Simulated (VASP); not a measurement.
Here is a VASP 6.6.1 calculation.

Contents of INCAR:

```
SYSTEM = TaVN2
  ALGO = Normal
  EDIFF = 1E-6
  ENCUT = 600
  GGA_COMPAT = .False.
  ISIF = 2
  ISMEAR = -1
  ISPIN = 2
  LASPH = .True.
  LCHARG = .False.
  LMAXMIX = 4
  LORBIT = 11
  LREAL = .False.
  LWAVE = .False.
  MAGMOM = 0 2 0 0
  NBANDS = 29
  NELM = 200
  PREC = Accurate
  SIGMA = 0.05
```

KPOINTS

```
k-points
0
Gamma
  9 9 6
  0 0 0
```

Contents of POSCAR:

```
TaVN2
1.0
    3.0498670000      0.0000000000      0.0000000000
    0.0000000000      3.0498670000      0.0000000000
    0.0000000000      0.0000000000      4.2960620000
Ta V N
1 1 2
Direct
    0.0000000000      0.0000000000      0.0000000000
    0.5000000000      0.5000000000      0.5000000000
    0.5000000000      0.5000000000      0.0000000000
    0.0000000000      0.0000000000      0.5000000000
```

Potentials or basis: VASP PAW LDA potentials, release 64 (Ta_pv, V_sv, N).

Launch:

```sh
$ cat potpaw_LDA.64/Ta_pv/POTCAR potpaw_LDA.64/V_sv/POTCAR potpaw_LDA.64/N/POTCAR > POTCAR
$ mpirun -np 1 vasp_std > vasp.out
```

Problem. Estimate the band gap on the k mesh.

Solution. Zero (filled and empty bands overlap).

Problem. Estimate the pressure.

Solution. -18.0 GPa.

Stress tensor (GPa, compression positive):
```
-17.16   0.00   0.00
  0.00 -17.16   0.00
  0.00   0.00 -19.78
```

Caveat: spin-orbit coupling is left out, which moves the levels of the heavy elements. With open d or f shells a metallic result of LDA can be an artefact of self-interaction; +U or a hybrid may open a gap.
